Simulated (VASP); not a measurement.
# Al2O3 (R-3c) in VASP: a series of runs, part 2 of 2

VASP 6.6.1. Earlier steps stand in the parts before.

### 3 Single point, PBE

This run uses another cell than the first one, of the same volume but with other edges.

INCAR reads:

```
SYSTEM = Al2O3
PREC     = Accurate       ! precision mode
ENCUT    = 520            ! plane-wave cutoff, eV
EDIFF    = 1E-6           ! SCF threshold, eV
ISMEAR   = 0              ! smearing method
SIGMA    = 0.05           ! smearing width, eV
LREAL    = .FALSE.        ! projectors in reciprocal space
LASPH    = .TRUE.         ! aspherical terms in the spheres
NELM     = 80             ! most SCF steps
ALGO     = Normal         ! electronic algorithm
ISIF     = 2              ! what is computed and relaxed
LWAVE    = .FALSE.        ! write WAVECAR
LCHARG   = .FALSE.        ! write CHGCAR
GGA      = PE             ! functional
NBANDS   = 35             ! bands
```

KPOINTS reads:

```
Automatic mesh
0
G
  6 6 6
  0 0 0
```

POSCAR reads:

```
Al2O3
1.0
    2.3529178629      1.3584577615      4.5660724047
   -2.3529178629      1.3584577615      4.5660724047
    0.0000000000     -2.7169155230      4.5660724047
Al O
4 6
Direct
    0.8597505612      0.8597505612      0.8597505612
    0.6402494388      0.6402494388      0.6402494388
    0.1402494388      0.1402494388      0.1402494388
    0.3597505612      0.3597505612      0.3597505612
    0.0561574040      0.4438425960      0.7500000000
    0.7500000000      0.0561574040      0.4438425960
    0.4438425960      0.7500000000      0.0561574040
    0.9438425960      0.5561574040      0.2500000000
    0.2500000000      0.9438425960      0.5561574040
    0.5561574040      0.2500000000      0.9438425960
```

Potentials or basis: VASP PAW PBE potentials, release 64 (Al, O).

Launch:

```sh
> cat potpaw_PBE.64/Al/POTCAR potpaw_PBE.64/O/POTCAR > POTCAR
> mpirun -np 1 vasp_std > vasp.out
```

OUTCAR:

```text
SYSTEM = Al2O3
   PREC = Accurate
   ENCUT = 520
   EDIFF = 1E-6
   ISMEAR = 0
   LREAL = .FALSE.
   LASPH = .TRUE.
   NELM = 80
   ISIF = 2
   GGA = PE

 ion  position               nearest neighbor table
   1  0.860  0.860  0.860-   9 1.81   8 1.81  10 1.81   7 2.08   6 2.08   5 2.08   3 2.81   3 2.81
                             3 2.81   2 3.01   2 3.13   2 3.13   2 3.13
   2  0.640  0.640  0.640-  10 1.81   8 1.81   9 1.81   7 2.08   6 2.08   5 2.08   4 2.81   4 2.81
                             4 2.81   1 3.01   1 3.13   1 3.13   1 3.13
   3  0.140  0.140  0.140-   6 1.81   5 1.81   7 1.81   9 2.08  10 2.08   8 2.08   1 2.81   1 2.81
                             1 2.81   4 3.01   4 3.13   4 3.13   4 3.13
   4  0.360  0.360  0.360-   7 1.81   5 1.81   6 1.81   9 2.08  10 2.08   8 2.08   2 2.81   2 2.81
                             2 2.81   3 3.01   3 3.13   3 3.13   3 3.13
   5  0.056  0.444  0.750-   3 1.81   4 1.81   1 2.08   2 2.08
   6  0.750  0.056  0.444-   3 1.81   4 1.81   1 2.08   2 2.08
   7  0.444  0.750  0.056-   4 1.81   3 1.81   1 2.08   2 2.08
   8  0.944  0.556  0.250-   1 1.81   2 1.81   3 2.08   4 2.08
   9  0.250  0.944  0.556-   1 1.81   2 1.81   3 2.08   4 2.08
  10  0.556  0.250  0.944-   2 1.81   1 1.81   3 2.08   4 2.08
[... 1119 lines left out ...]
     34      18.8439      0.00000
     35      19.1285      0.00000

 [... further k-points ...]

------------------------ aborting loop because EDIFF is reached ----------------------------------------

  FORCE on cell =-STRESS in cart. coord.  units (eV):
  Direction    XX          YY          ZZ          XY          YZ          ZX
  --------------------------------------------------------------------------------------
  -------------------------------------------------------------------------------------
  Total        7.7639644      7.7639644     -8.6194144      0.0000000      0.0000000     -0.0000000
  in kB      142.0519391    142.0519391   -157.7035224      0.0000000      0.0000000     -0.0000000
  external PRESSURE =      42.1334520 kB  Pullay stress =       0.0000000 kB

 VOLUME and BASIS-vectors are now :
 -----------------------------------------------------------------------------
  energy-cutoff  :      520.00
  volume of cell :       87.57
      direct lattice vectors                 reciprocal lattice vectors
     2.352917863  1.358457761  4.566072405     0.212502106  0.122688148  0.073002201
    -2.352917863  1.358457761  4.566072405    -0.212502106  0.122688148  0.073002201
     0.000000000 -2.716915523  4.566072405     0.000000000 -0.245376296  0.073002201

 POSITION                                       TOTAL-FORCE (eV/Angst)
 -----------------------------------------------------------------------------------
      0.00000      0.00000     11.77705         0.000000      0.000000     -1.578031
      0.00000      0.00000      8.77028         0.000000     -0.000000      1.578031
      0.00000      0.00000      1.92117         0.000000      0.000000      1.578031
      0.00000      0.00000      4.92794         0.000000      0.000000     -1.578031
     -0.91219     -1.35846      5.70759        -0.074869      0.000000     -0.000000
      1.63255     -0.11075      5.70759         0.037435     -0.064839     -0.000000
     -0.72036      1.46921      5.70759         0.037435      0.064839     -0.000000
      0.91219      1.35846      7.99063         0.074869      0.000000     -0.000000
     -1.63255      0.11075      7.99063        -0.037435      0.064839     -0.000000
      0.72036     -1.46921      7.99063        -0.037435     -0.064839     -0.000000
 -----------------------------------------------------------------------------------
    total drift:                               -0.000000      0.000000     -0.000000

  FREE ENERGIE OF THE ION-ELECTRON SYSTEM (eV)
  ---------------------------------------------------
  free  energy   TOTEN  =       -74.1017156704 eV

  energy  without entropy=      -74.1017156704  energy(sigma->0) =      -74.10171567
```

It took 3.2 min on 1 thread of Intel Xeon 8259CL, shared host; peak memory 0.26 GiB.

What came out:

* Free energy: -74.1017 eV
* Pressure: 4.2 GPa
* Largest force: 1.578 eV/Å
* Band gap on the k mesh: 5.52 eV

Forces in eV/Å, atoms in the order of the input:
```
Al   0.000  0.000 -1.578
Al   0.000  0.000  1.578
Al   0.000  0.000  1.578
Al   0.000  0.000 -1.578
O   -0.075  0.000  0.000
O    0.037 -0.065  0.000
O    0.037  0.065  0.000
O    0.075  0.000  0.000
O   -0.037  0.065  0.000
O   -0.037 -0.065  0.000
```

Levels at points of the mesh, in eV from the valence-band top:
| k point | band 21 | band 22 | band 23 | band 24 | band 25 | band 26 | band 27 | band 28 |
| --- | --- | --- | --- | --- | --- | --- | --- | --- |
| (0.00, 0.00, 0.00) | -0.53 | -0.48 | 0.00 | 0.00 | 5.52 | 9.41 | 9.58 | 10.52 |
| (0.50, 0.00, 0.00) | -1.13 | -1.13 | -0.46 | -0.46 | 8.64 | 8.64 | 8.91 | 8.91 |
| (0.50, 0.50, 0.00) | -1.23 | -0.93 | -0.93 | -0.54 | 8.94 | 9.22 | 9.77 | 9.78 |
| (0.50, 0.50, 0.50) | -0.32 | -0.32 | -0.32 | -0.32 | 8.34 | 8.34 | 9.90 | 9.90 |

Caveat: the stress differs along the axes, from -16 to 14 GPa; forces of over 1 eV/Å act on the atoms, so gaps and moduli don't describe the material at rest.

### 4 Single point, PBE

This run uses another cell than the first one, of the same volume but with other edges.

INCAR reads:

```
SYSTEM = Al2O3
PREC = Accurate
ENCUT = 520
EDIFF = 1E-6
ISMEAR = 0
SIGMA = 0.05
LREAL = .FALSE.
LASPH = .TRUE.
NELM = 60
ALGO = Normal
ISIF = 2
LWAVE = .FALSE.
LCHARG = .FALSE.
GGA = PE
NBANDS = 35
```

KPOINTS reads:

```
regular mesh
0
G
  6 6 6
  0 0 0
```

POSCAR reads:

```
Al2O3
1.0
    2.4040892951      1.3880016017      4.3737619113
   -2.4040892951      1.3880016017      4.3737619113
    0.0000000000     -2.7760032034      4.3737619113
Al O
4 6
Direct
    0.8559399590      0.8559399590      0.8559399590
    0.6440600410      0.6440600410      0.6440600410
    0.1440600410      0.1440600410      0.1440600410
    0.3559399590      0.3559399590      0.3559399590
    0.0561574040      0.4438425960      0.7500000000
    0.7500000000      0.0561574040      0.4438425960
    0.4438425960      0.7500000000      0.0561574040
    0.9438425960      0.5561574040      0.2500000000
    0.2500000000      0.9438425960      0.5561574040
    0.5561574040      0.2500000000      0.9438425960
```

Launch:

```sh
> cat potpaw_PBE.64/Al/POTCAR potpaw_PBE.64/O/POTCAR > POTCAR
> mpirun -np 1 vasp_std > vasp.out
```

It took 3.1 min on 1 thread of Intel Xeon 8259CL, shared host; peak memory 0.26 GiB.

It converged, with:

```yaml
Free_energy: -74.7375 eV
Pressure: 0.5 GPa
Largest_force: 0.737 eV/Å
Band_gap_on_the_k_mesh: 5.75 eV
```

Forces in eV/Å, atoms in the order of the input:
```
Al   0.000  0.000 -0.737
Al   0.000  0.000  0.737
Al   0.000  0.000  0.737
Al   0.000  0.000 -0.737
O   -0.083  0.000  0.000
O    0.042 -0.072  0.000
O    0.042  0.072  0.000
O    0.083  0.000  0.000
O   -0.042  0.072  0.000
O   -0.042 -0.072  0.000
```

Stress tensor (GPa, compression positive):
```
 1.58  0.00  0.00
 0.00  1.58  0.00
 0.00  0.00 -1.65
```

Levels at points of the mesh, in eV from the valence-band top:
| k point | band 20 | band 21 | band 22 | band 23 | band 24 | band 25 | band 26 | band 27 | band 28 | band 29 |
| --- | --- | --- | --- | --- | --- | --- | --- | --- | --- | --- |
| (0.00, 0.00, 0.00) | -0.52 | -0.52 | -0.06 | -0.06 | 0.00 | 5.75 | 8.94 | 10.16 | 11.19 | 11.29 |
| (0.50, 0.00, 0.00) | -1.31 | -0.93 | -0.93 | -0.26 | -0.26 | 9.04 | 9.04 | 9.23 | 9.23 | 11.47 |
| (0.50, 0.50, 0.00) | -1.27 | -1.08 | -0.92 | -0.67 | -0.30 | 9.37 | 9.39 | 9.47 | 10.02 | 10.62 |
| (0.50, 0.50, 0.50) | -1.91 | -0.40 | -0.40 | -0.40 | -0.40 | 8.29 | 8.29 | 10.50 | 10.50 | 12.00 |

### 5 Single point, PBE

This run uses another cell than the first one, of the same volume but with other edges.

INCAR reads:

```
SYSTEM = Al2O3
ALGO = Normal
EDIFF = 1E-7
ENCUT = 520
GGA = PE
ISIF = 2
ISMEAR = 0
LASPH = .TRUE.
LCHARG = .FALSE.
LREAL = .FALSE.
LWAVE = .FALSE.
NBANDS = 35
NELM = 100
PREC = Accurate
SIGMA = 0.05
```

KPOINTS reads:

```
k-points
0
G
  6 6 6
  0 0 0
```

Changes to POSCAR since step 4:

```diff
@@ -8,6 +8,6 @@
 Direct
-    0.8559399590      0.8559399590      0.8559399590
-    0.6440600410      0.6440600410      0.6440600410
-    0.1440600410      0.1440600410      0.1440600410
-    0.3559399590      0.3559399590      0.3559399590
+    0.8406975503      0.8406975503      0.8406975503
+    0.6593024497      0.6593024497      0.6593024497
+    0.1593024497      0.1593024497      0.1593024497
+    0.3406975503      0.3406975503      0.3406975503
     0.0561574040      0.4438425960      0.7500000000
```

Launch:

```sh
> cat potpaw_PBE.64/Al/POTCAR potpaw_PBE.64/O/POTCAR > POTCAR
> mpirun -np 1 vasp_std > vasp.out
```

Wall time 3.4 min (1 thread of Intel Xeon 8259CL, shared host); peak memory 0.26 GiB.

Results (log left out):

* Free energy: -73.9603 eV
* Pressure: 3.5 GPa
* Largest force: 3.089 eV/Å
* Band gap on the k mesh: 6.05 eV

Forces in eV/Å, atoms in the order of the input:
```
Al   0.000  0.000  3.089
Al   0.000  0.000 -3.089
Al   0.000  0.000 -3.089
Al   0.000  0.000  3.089
O    0.392  0.000  0.000
O   -0.196  0.339  0.000
O   -0.196 -0.339  0.000
O   -0.392  0.000  0.000
O    0.196 -0.339  0.000
O    0.196  0.339  0.000
```

Stress tensor (GPa, compression positive):
```
-1.27  0.00  0.00
 0.00 -1.27  0.00
 0.00  0.00 12.92
```

Levels at points of the mesh, in eV from the valence-band top:
| k point | band 20 | band 21 | band 22 | band 23 | band 24 | band 25 | band 26 | band 27 | band 28 | band 29 |
| --- | --- | --- | --- | --- | --- | --- | --- | --- | --- | --- |
| (0.00, 0.00, 0.00) | -0.37 | -0.37 | -0.02 | 0.00 | 0.00 | 6.05 | 8.77 | 10.70 | 11.19 | 11.19 |
| (0.50, 0.00, 0.00) | -1.16 | -0.65 | -0.65 | -0.24 | -0.24 | 9.22 | 9.22 | 9.59 | 9.59 | 11.84 |
| (0.50, 0.50, 0.00) | -1.18 | -0.82 | -0.79 | -0.68 | -0.07 | 9.18 | 9.65 | 9.89 | 10.42 | 11.01 |
| (0.50, 0.50, 0.50) | -1.89 | -0.28 | -0.28 | -0.28 | -0.28 | 8.42 | 8.42 | 11.63 | 11.63 | 12.25 |

Caveat: the stress differs along the axes, from -1 to 13 GPa; forces of over 1 eV/Å act on the atoms, so gaps and moduli don't describe the material at rest.

### 6 Summary

```tsv
cell	gap on the mesh (eV)	pressure (GPa)	largest force (eV/Å)
a = 4.811 Å, angles 65.1°, 10 atoms, atomic positions A	3.76	5.9	5.69
a = 5.313 Å, angles 52.6°, 10 atoms, atomic positions B	5.52	4.2	1.58
a = 5.180 Å, angles 55.3°, 10 atoms, atomic positions C	5.75	0.5	0.74
a = 5.180 Å, angles 55.3°, 10 atoms, atomic positions D	6.05	3.5	3.09
```

Alike in all rows: task single point; level PBE; potentials or basis VASP PAW PBE potentials, release 64 (Al, O); no spin polarisation; k mesh 6 × 6 × 6; cutoff (eV) 520; smearing gaussian 0.05 eV.

Caveats: forces of over 1 eV/Å act on the atoms, so gaps and moduli don't describe the material at rest (at least some runs); the stress differs along the axes, from -26 to 70 GPa (at least some runs); the stress differs along the axes, from -16 to 14 GPa (at least some runs); the stress differs along the axes, from -1 to 13 GPa (at least some runs).

Absolute energies hang on the potentials; compare differences alone.
